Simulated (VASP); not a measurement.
Be3SbN, 5 atoms in the cell. The structure is cubic, space group Pm-3m (No. 221). The conventional cell has a = 3.787 Å, b = 3.787 Å, c = 3.787 Å, α = 90.00°, β = 90.00°, γ = 90.00°. Within 2.5 Å of Be (site symmetry 4/mmm) lie 2 N at 1.89 Å. Sb (site symmetry m-3m) has 12 Be at 2.68 Å and 8 N at 3.28 Å within 3.5 Å. N (site symmetry m-3m) has 6 Be at 1.89 Å within 2.5 Å. 

```yaml
Program: VASP 6.6.1
Task: relaxation of cell and atoms
Functional: PBE
Potentials_or_basis: VASP PAW PBE potentials, release 64 (Be, Sb, N)
Cutoff: 600 eV
k_mesh: 10 × 10 × 10
Occupations: gaussian, width 0.1 eV
Spin: no spin polarisation
Dipole_correction: no
Further_INCAR_settings: ALGO = Normal; EDIFF = 1e-06; IBRION = 2; EDIFFG = -0.005; NSW = 100; ISIF = 3
```

Potentials or basis: VASP PAW PBE potentials, release 64 (Be, Sb, N).

Launch:

```sh
$ cat potpaw_PBE.64/Be/POTCAR potpaw_PBE.64/Sb/POTCAR potpaw_PBE.64/N/POTCAR > POTCAR
$ mpirun -np 1 vasp_std > vasp.out
```

Hardware: 1 thread of Intel(R) Xeon(R) Platinum 8259CL CPU @ 2.50GHz (Skylake/Cascade Lake), with other jobs on the host.

Task: How long does it take, and how much memory?

Result: Run time: 63 s on 1 thread of Intel(R) Xeon(R) Platinum 8259CL CPU @ 2.50GHz (Skylake/Cascade Lake), on a shared host, peak memory 0.21 GiB. Counts: scf iterations 25, k points 56, ion steps 3.
